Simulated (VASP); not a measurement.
# YTeAu (P4/mmm) in VASP: a series of runs

The runs below take YTeAu through single point, relaxation of cell and atoms, with PBE.

Everything below comes from runs of VASP 6.6.1. Logs are shortened: lines on timing, memory, paths and dates and some standing lists are left out, and cuts for length are marked.

### 1 The cell of the first run

It takes space group P4/mmm (No. 123, tetragonal). The conventional cell has a = 3.983 Å, b = 3.983 Å, c = 4.852 Å, α = 90.00°, β = 90.00°, γ = 90.00°. Within 3.2 Å of Y (site symmetry 4/mmm) lie 2 Te at 2.43 Å and 4 Au at 2.82 Å. Te (site symmetry 4/mmm) has 2 Y at 2.43 Å within 3.2 Å. Within 3.7 Å of Au (site symmetry 4/mmm) lie 4 Y at 2.82 Å.

### 2 Single point, PBE

INCAR

```
  PREC = Accurate
  ENCUT = 520
  EDIFF = 1E-6
  ISMEAR = 0
  SIGMA = 0.1
  LREAL = False
  LASPH = True
  NELM = 100
  ALGO = Normal
  ISIF = 2
  LWAVE = False
  LCHARG = False
  GGA = PE
  NBANDS = 21
```

KPOINTS

```
Automatic mesh
0
Gamma
  4 4 4
```

POSCAR

```
YTeAu
1.0
    3.9828010500      0.0000000000      0.0000000000
    0.0000000000      3.9828010500      0.0000000000
    0.0000000000      0.0000000000      4.8524829400
Y Te Au
1 1 1
Direct
    0.5000000000      0.5000000000      0.5000000000
    0.5000000000      0.5000000000      0.0000000000
    0.0000000000      0.0000000000      0.5000000000
```

Potentials or basis: VASP PAW PBE potentials, release 64 (Y_sv, Te, Au).

Launch:

```console
cat potpaw_PBE.64/Y_sv/POTCAR potpaw_PBE.64/Te/POTCAR potpaw_PBE.64/Au/POTCAR > POTCAR
mpirun -np 1 vasp_std > vasp.out
```

OUTCAR:

```text
PREC = Accurate
   ENCUT = 520
   EDIFF = 1E-6
   ISMEAR = 0
   LREAL = False
   LASPH = True
   NELM = 100
   ISIF = 2
   GGA = PE

 ion  position               nearest neighbor table
   1  0.500  0.500  0.500-   2 2.43   2 2.43   3 2.82   3 2.82   3 2.82   3 2.82
   2  0.500  0.500  0.000-   1 2.43   1 2.43
   3  0.000  0.000  0.500-   1 2.82   1 2.82   1 2.82   1 2.82

  LATTYP: Found a simple tetragonal cell.
 ALAT       =     3.9828010500
 C/A-ratio  =     1.2183593604

  Lattice vectors:

 A1 = (   3.9828010500,   0.0000000000,   0.0000000000)
 A2 = (   0.0000000000,   3.9828010500,   0.0000000000)
 A3 = (   0.0000000000,   0.0000000000,   4.8524829400)

Analysis of symmetry for initial positions (statically):
=====================================================================
 Subroutine PRICEL returns:
 Original cell was already a primitive cell.

 Routine SETGRP: Setting up the symmetry group for a
 simple tetragonal supercell.

 Subroutine GETGRP returns: Found 16 space group operations
 (whereof 16 operations were pure point group operations)
 out of a pool of 16 trial point group operations.

The static configuration has the point symmetry D_4h.

Analysis of symmetry for dynamics (positions and initial velocities):
=====================================================================
 Subroutine PRICEL returns:
 Original cell was already a primitive cell.

 Routine SETGRP: Setting up the symmetry group for a
 simple tetragonal supercell.

 Subroutine GETGRP returns: Found 16 space group operations
 (whereof 16 operations were pure point group operations)
 out of a pool of 16 trial point group operations.

The dynamic configuration has the point symmetry D_4h.

 Subroutine INISYM returns: Found 16 space group operations
 (whereof 16 operations are pure point group operations),
 and found     1 'primitive' translations

----------------------------------------------------------------------------------------

                                     Primitive cell

  volume of cell :      76.9735

  direct lattice vectors                    reciprocal lattice vectors
     3.982801050  0.000000000  0.000000000     0.251079576  0.000000000  0.000000000
     0.000000000  3.982801050  0.000000000     0.000000000  0.251079576  0.000000000
     0.000000000  0.000000000  4.852482940     0.000000000  0.000000000  0.206080065

  length of vectors
[... 76 lines left out ...]
   NELM   =    100;   NELMIN=  2; NELMDL= -5     # of ELM steps
   EDIFF  = 0.1E-05   stopping-criterion for ELM
   LREAL  =      F    real-space projection
   EDIFFG = 0.1E-04   stopping-criterion for IOM
   NSW    =      0    number of steps for IOM
   IBRION =     -1    ionic relax: 0-MD 1-quasi-New 2-CG
   NFREE  =      0    steps in history (QN), initial steepest desc. (CG)
   ISIF   =      2    stress and relaxation
   ISYM   =      2    0-nonsym 1-usesym 2-fastsym
   POTIM  = 0.5000    time-step for ionic-motion
   TEBEG  =    0.0;   TEEND  =   0.0 temperature during run
   PSTRESS=    0.0 pullay stress
   NELECT =      28.0000    total number of electrons
   NUPDOWN=      -1.0000    fix difference up-down
   EMIN   =  10.00;   EMAX   =-10.00  energy-range for DOS
   EFERMI =   0.00;   METHOD = LEGACY
   ISMEAR =     0;   SIGMA  =   0.10  broadening in eV -4-tet -1-fermi 0-gaus
   EFERMI_NEDOS =   21; number of points for ismear=-14 and -15
   IALGO  =     38    algorithm
   IMIX   =      4    mixing-type and parameters
     AMIX     =   0.40;   BMIX     =  1.00
     AMIX_MAG =   1.60;   BMIX_MAG =  1.00
  volume/ion in A,a.u.               =      25.66       173.15
  Fermi-wavevector in a.u.,A,eV,Ry     =   1.168639  2.208408 18.581714  1.365717
  Thomas-Fermi vector in A             =   2.305123
   LORBIT       =      0    0 simple, 1 ext, 2 COOP (PROOUT), +10 PAW based schemes
   GGA     = PE    functional components
   LHFCALC =     F    Hartree Fock is set to
   AEXX    =    0.0000 exact exchange contribution
   IVDW    =     0    specifies the selected vdW correction
   LEPSILON=     F    determine dielectric tensor
   LRPA    =     F    only Hartree local field effects (RPA)
 non-spin polarized calculation
 Gauss-broadening in eV      SIGMA  =   0.10
  energy-cutoff  :      520.00
  volume of cell :       76.97
 maximum number of plane-waves:      2130
 NGX is ok and might be reduce to    30
   NGX = 15   NGY = 15   NGZ = 19

 number of electron      28.0000004 magnetization

 Free energy of the ion-electron system (eV)
  ---------------------------------------------------
  ext. energy  EPLUGINS =         0.00000000
  ---------------------------------------------------
  free energy    TOTEN  =       -11.27749002 eV

  energy without entropy =      -11.27054600  energy(sigma->0) =      -11.27401801

 E-fermi :   5.6502     XC(G=0): -10.1497

 val. band max:        5.6455917221   @ k =   0.5000   0.2500   0.5000
 cond. band min:       5.8532430814   @ k =   0.5000   0.0000   0.0000
 fundamental gap:      0.2076513593
 Fermi energy:         5.6501972827

 k-point     1 :       0.0000    0.0000    0.0000
  band No.  band energies     occupation
      1     -36.3306      2.00000
      2     -17.0252      2.00000
      3     -16.4142      2.00000
      4     -16.4142      2.00000
      5      -5.9245      2.00000
      6       0.0674      2.00000
[... 421 lines left out ...]
     20      10.6747      0.00000
     21      12.7062      0.00000

------------------------ aborting loop because EDIFF is reached ----------------------------------------

  FORCE on cell =-STRESS in cart. coord.  units (eV):
  Direction    XX          YY          ZZ          XY          YZ          ZX
  --------------------------------------------------------------------------------------
  -------------------------------------------------------------------------------------
  Total        4.3262193      4.3262193     31.9833111      0.0000000      0.0000000     -0.0000000
  in kB       90.0487868     90.0487868    665.7217743      0.0000000      0.0000000     -0.0000000
  external PRESSURE =     281.9397827 kB  Pullay stress =       0.0000000 kB

 VOLUME and BASIS-vectors are now :
 -----------------------------------------------------------------------------
  energy-cutoff  :      520.00
  volume of cell :       76.97
      direct lattice vectors                 reciprocal lattice vectors
     3.982801050  0.000000000  0.000000000     0.251079576  0.000000000  0.000000000
     0.000000000  3.982801050  0.000000000     0.000000000  0.251079576  0.000000000
     0.000000000  0.000000000  4.852482940     0.000000000  0.000000000  0.206080065

 POSITION                                       TOTAL-FORCE (eV/Angst)
 -----------------------------------------------------------------------------------
      1.99140      1.99140      2.42624         0.000000      0.000000      0.000000
      1.99140      1.99140      0.00000         0.000000      0.000000      0.000000
      0.00000      0.00000      2.42624         0.000000      0.000000      0.000000
 -----------------------------------------------------------------------------------
    total drift:                                0.000000      0.000000      0.000000

  FREE ENERGIE OF THE ION-ELECTRON SYSTEM (eV)
  ---------------------------------------------------
  free  energy   TOTEN  =       -11.2774900169 eV

  energy  without entropy=      -11.2705459952  energy(sigma->0) =      -11.27401801
```

OSZICAR:

```text
N       E                     dE             d eps       ncg     rms          rms(c)
DAV:   1     0.153355240940E+03    0.15336E+03   -0.13644E+04   756   0.124E+03
DAV:   2    -0.279999490809E+01   -0.15616E+03   -0.14918E+03   869   0.274E+02
DAV:   3    -0.118030257155E+02   -0.90030E+01   -0.88923E+01  1205   0.499E+01
DAV:   4    -0.120427814961E+02   -0.23976E+00   -0.23910E+00  1009   0.722E+00
DAV:   5    -0.120492474454E+02   -0.64659E-02   -0.64652E-02  1017   0.103E+00    0.558E+01
DAV:   6    -0.113026094901E+02    0.74664E+00   -0.29593E+00   836   0.124E+01    0.296E+01
DAV:   7    -0.112845219147E+02    0.18088E-01   -0.57308E-01   939   0.486E+00    0.732E+00
DAV:   8    -0.112783608811E+02    0.61610E-02   -0.80264E-02   949   0.179E+00    0.876E-01
DAV:   9    -0.112776132903E+02    0.74759E-03   -0.51420E-03   854   0.471E-01    0.396E-01
DAV:  10    -0.112774693886E+02    0.14390E-03   -0.11071E-03   952   0.217E-01    0.124E-01
DAV:  11    -0.112774857729E+02   -0.16384E-04   -0.81478E-05  1068   0.592E-02    0.403E-02
DAV:  12    -0.112774885717E+02   -0.27988E-05   -0.86901E-06   906   0.169E-02    0.110E-02
DAV:  13    -0.112774897990E+02   -0.12273E-05   -0.15592E-06   734   0.692E-03    0.467E-03
DAV:  14    -0.112774900169E+02   -0.21785E-06   -0.26773E-07   564   0.294E-03
   1 F= -.11277490E+02 E0= -.11274018E+02  d E =-.694402E-02
```

stdout:

```text
POSCAR found type information on POSCAR Y TeAu
 POSCAR found :  3 types and       3 ions
 scaLAPACK will be used
 LDA part: xc-table for (Slater+PW92), standard interpolation
 POSCAR, INCAR and KPOINTS ok, starting setup
 FFT: planning ... GRIDC
 FFT: planning ... GRID_SOFT
 FFT: planning ... GRID
 WAVECAR not read
 entering main loop
```

Wall time 24 s (1 thread of Oxide Virtual Turin-like, shared host); peak memory 0.17 GiB.

Results:

```yaml
Free_energy: -11.2775 eV
Pressure: 28.2 GPa
Band_gap_on_the_k_mesh: zero (band 14 reaches 6.25 eV, above the bottom of band 15 at 4.60 eV)
```

Levels at points of the mesh, in eV from the Fermi level:
| k point | band 12 | band 13 | band 14 | band 15 | band 16 | band 17 |
| --- | --- | --- | --- | --- | --- | --- |
| (0.00, 0.00, 0.00) | -0.96 | -0.39 | -0.39 | 2.54 | 2.69 | 2.69 |
| (0.50, 0.00, 0.00) | -1.25 | -0.03 | 0.20 | 0.21 | 0.43 | 1.17 |
| (0.50, 0.50, 0.00) | -2.81 | -2.81 | 0.59 | 1.96 | 1.96 | 3.57 |
| (0.00, 0.00, 0.50) | -2.33 | -0.99 | -0.99 | 2.59 | 2.80 | 5.35 |
| (0.50, 0.00, 0.50) | -3.76 | -2.40 | -1.30 | -1.05 | 1.28 | 4.24 |
| (0.50, 0.50, 0.50) | -2.70 | -2.00 | -2.00 | 1.43 | 1.43 | 2.24 |

Caveat: the k points lie up to 0.39 Å⁻¹ apart; spin-orbit coupling is left out, which moves the levels of the heavy elements.

### 3 Single point, PBE

This run uses another cell than the first one, of 34.00 Å³/atom, 1.325 times its volume.

INCAR

```
PREC     = Accurate       # precision mode
ENCUT    = 520            # plane-wave cutoff, eV
EDIFF    = 1E-6           # SCF threshold, eV
ISMEAR   = 0              # smearing method
SIGMA    = 0.1            # smearing width, eV
LREAL    = F              # projectors in reciprocal space
LASPH    = T              # aspherical terms in the spheres
NELM     = 80             # most SCF steps
ALGO     = Normal         # electronic algorithm
ISIF     = 2              # what is computed and relaxed
LWAVE    = F              # write WAVECAR
LCHARG   = T              # write CHGCAR
GGA      = PE             # functional
LELF     = T              # ELF
LVHAR    = T            
NBANDS   = 21             # bands
```

KPOINTS is that of step 2.

POSCAR

```
YTeAu
1.0
    4.1821074720      0.0000000000      0.0000000000
    0.0000000000      4.1821074720      0.0000000000
    0.0000000000      0.0000000000      5.8324183304
Y Te Au
1 1 1
Direct
    0.5000000000      0.5000000000      0.5000000000
    0.5000000000      0.5000000000      0.0000000000
    0.0000000000      0.0000000000      0.5000000000
```

Potentials or basis: VASP PAW PBE potentials, release 64 (Y_sv, Te, Au).

Launch:

```console
cat potpaw_PBE.64/Y_sv/POTCAR potpaw_PBE.64/Te/POTCAR potpaw_PBE.64/Au/POTCAR > POTCAR
mpirun -np 1 vasp_std > vasp.out
```

OUTCAR:

```text
PREC = Accurate
   ENCUT = 520
   EDIFF = 1E-6
   ISMEAR = 0
   LREAL = F
   LASPH = T
   NELM = 80
   ISIF = 2
   GGA = PE

 ion  position               nearest neighbor table
   1  0.500  0.500  0.500-   2 2.92   2 2.92   3 2.96   3 2.96   3 2.96   3 2.96
   2  0.500  0.500  0.000-   1 2.92   1 2.92
   3  0.000  0.000  0.500-   1 2.96   1 2.96   1 2.96   1 2.96

  LATTYP: Found a simple tetragonal cell.
 ALAT       =     4.1821074720
 C/A-ratio  =     1.3946122546

  Lattice vectors:

 A1 = (   4.1821074720,   0.0000000000,   0.0000000000)
 A2 = (   0.0000000000,   4.1821074720,   0.0000000000)
 A3 = (   0.0000000000,   0.0000000000,   5.8324183304)

Analysis of symmetry for initial positions (statically):
=====================================================================
 Subroutine PRICEL returns:
 Original cell was already a primitive cell.

 Routine SETGRP: Setting up the symmetry group for a
 simple tetragonal supercell.

 Subroutine GETGRP returns: Found 16 space group operations
 (whereof 16 operations were pure point group operations)
 out of a pool of 16 trial point group operations.

The static configuration has the point symmetry D_4h.

Analysis of symmetry for dynamics (positions and initial velocities):
=====================================================================
 Subroutine PRICEL returns:
 Original cell was already a primitive cell.

 Routine SETGRP: Setting up the symmetry group for a
 simple tetragonal supercell.

 Subroutine GETGRP returns: Found 16 space group operations
 (whereof 16 operations were pure point group operations)
 out of a pool of 16 trial point group operations.

[... 105 lines left out ...]
   PSTRESS=    0.0 pullay stress
   NELECT =      28.0000    total number of electrons
   NUPDOWN=      -1.0000    fix difference up-down
   EMIN   =  10.00;   EMAX   =-10.00  energy-range for DOS
   EFERMI =   0.00;   METHOD = LEGACY
   ISMEAR =     0;   SIGMA  =   0.10  broadening in eV -4-tet -1-fermi 0-gaus
   EFERMI_NEDOS =   21; number of points for ismear=-14 and -15
   IALGO  =     38    algorithm
   IMIX   =      4    mixing-type and parameters
     AMIX     =   0.40;   BMIX     =  1.00
     AMIX_MAG =   1.60;   BMIX_MAG =  1.00
  volume/ion in A,a.u.               =      34.00       229.46
  Fermi-wavevector in a.u.,A,eV,Ry     =   1.063934  2.010543 15.401177  1.131955
  Thomas-Fermi vector in A             =   2.199435
   LORBIT       =      0    0 simple, 1 ext, 2 COOP (PROOUT), +10 PAW based schemes
   GGA     = PE    functional components
   LHFCALC =     F    Hartree Fock is set to
   AEXX    =    0.0000 exact exchange contribution
   IVDW    =     0    specifies the selected vdW correction
   LEPSILON=     F    determine dielectric tensor
   LRPA    =     F    only Hartree local field effects (RPA)
 non-spin polarized calculation
 Gauss-broadening in eV      SIGMA  =   0.10
  energy-cutoff  :      520.00
  volume of cell :      102.01
 maximum number of plane-waves:      2768
 NGX is ok and might be reduce to    32
   NGX = 15   NGY = 15   NGZ = 21

 number of electron      27.9999999 magnetization

 Free energy of the ion-electron system (eV)
  ---------------------------------------------------
  ext. energy  EPLUGINS =         0.00000000
  ---------------------------------------------------
  free energy    TOTEN  =       -14.08247220 eV

  energy without entropy =      -14.06998062  energy(sigma->0) =      -14.07622641

 E-fermi :   3.3466     XC(G=0):  -8.9059

 val. band max:        3.2966649499   @ k =   0.2500   0.0000   0.2500
 cond. band min:       3.3583809949   @ k =   0.0000   0.0000   0.0000
 fundamental gap:      0.0617160450
 Fermi energy:         3.3465714829

 k-point     1 :       0.0000    0.0000    0.0000
  band No.  band energies     occupation
      1     -39.8250      2.00000
      2     -19.8360      2.00000
      3     -19.8360      2.00000
      4     -19.7368      2.00000
      5      -7.1396      2.00000
      6      -2.0330      2.00000
[... 421 lines left out ...]
     20       6.9076      0.00000
     21       8.7703      0.00000

------------------------ aborting loop because EDIFF is reached ----------------------------------------

  FORCE on cell =-STRESS in cart. coord.  units (eV):
  Direction    XX          YY          ZZ          XY          YZ          ZX
  --------------------------------------------------------------------------------------
  -------------------------------------------------------------------------------------
  Total       -0.0085635     -0.0085635      0.0715957      0.0000000      0.0000000      0.0000000
  in kB       -0.1345007     -0.1345007      1.1244976      0.0000000      0.0000000      0.0000000
  external PRESSURE =       0.2851654 kB  Pullay stress =       0.0000000 kB

 VOLUME and BASIS-vectors are now :
 -----------------------------------------------------------------------------
  energy-cutoff  :      520.00
  volume of cell :      102.01
      direct lattice vectors                 reciprocal lattice vectors
     4.182107472  0.000000000  0.000000000     0.239113893  0.000000000  0.000000000
     0.000000000  4.182107472  0.000000000     0.000000000  0.239113893  0.000000000
     0.000000000  0.000000000  5.832418330     0.000000000  0.000000000  0.171455466

 POSITION                                       TOTAL-FORCE (eV/Angst)
 -----------------------------------------------------------------------------------
      2.09105      2.09105      2.91621         0.000000      0.000000      0.000000
      2.09105      2.09105      0.00000         0.000000      0.000000      0.000000
      0.00000      0.00000      2.91621         0.000000      0.000000      0.000000
 -----------------------------------------------------------------------------------
    total drift:                                0.000000     -0.000000     -0.000000

  FREE ENERGIE OF THE ION-ELECTRON SYSTEM (eV)
  ---------------------------------------------------
  free  energy   TOTEN  =       -14.0824722023 eV

  energy  without entropy=      -14.0699806221  energy(sigma->0) =      -14.07622641
```

OSZICAR:

```text
N       E                     dE             d eps       ncg     rms          rms(c)
DAV:   1     0.147163663113E+03    0.14716E+03   -0.12912E+04   756   0.119E+03
DAV:   2    -0.567595420363E+01   -0.15284E+03   -0.14558E+03   893   0.258E+02
DAV:   3    -0.148376789683E+02   -0.91617E+01   -0.90498E+01  1259   0.488E+01
DAV:   4    -0.150687284467E+02   -0.23105E+00   -0.22971E+00   996   0.695E+00
DAV:   5    -0.150764032447E+02   -0.76748E-02   -0.76740E-02  1046   0.113E+00    0.259E+01
DAV:   6    -0.141403287150E+02    0.93607E+00   -0.33025E+00   858   0.104E+01    0.197E+01
DAV:   7    -0.140800373032E+02    0.60291E-01   -0.40449E-01   937   0.339E+00    0.677E+00
DAV:   8    -0.140845915761E+02   -0.45543E-02   -0.58324E-02  1123   0.127E+00    0.725E-01
DAV:   9    -0.140825202263E+02    0.20713E-02   -0.55946E-03   844   0.464E-01    0.286E-01
DAV:  10    -0.140824809331E+02    0.39293E-04   -0.14900E-03  1050   0.233E-01    0.959E-02
DAV:  11    -0.140824664737E+02    0.14459E-04   -0.10653E-04   897   0.650E-02    0.649E-02
DAV:  12    -0.140824714999E+02   -0.50262E-05   -0.12100E-05   894   0.238E-02    0.936E-03
DAV:  13    -0.140824725796E+02   -0.10796E-05   -0.22568E-06   879   0.802E-03    0.103E-02
DAV:  14    -0.140824722023E+02    0.37729E-06   -0.55239E-07   526   0.443E-03
   1 F= -.14082472E+02 E0= -.14076226E+02  d E =-.124916E-01
```

Wall time 49 s (1 thread of Oxide Virtual Turin-like, shared host); peak memory 0.21 GiB.

What came out:

```yaml
Free_energy: -14.0825 eV
Pressure: 0.0 GPa
Band_gap_on_the_k_mesh: zero (band 14 reaches 3.50 eV, above the bottom of band 15 at 3.15 eV)
```

Caveat: the k points lie up to 0.38 Å⁻¹ apart; spin-orbit coupling is left out, which moves the levels of the heavy elements.

(Part 1 of 2 ends here.)
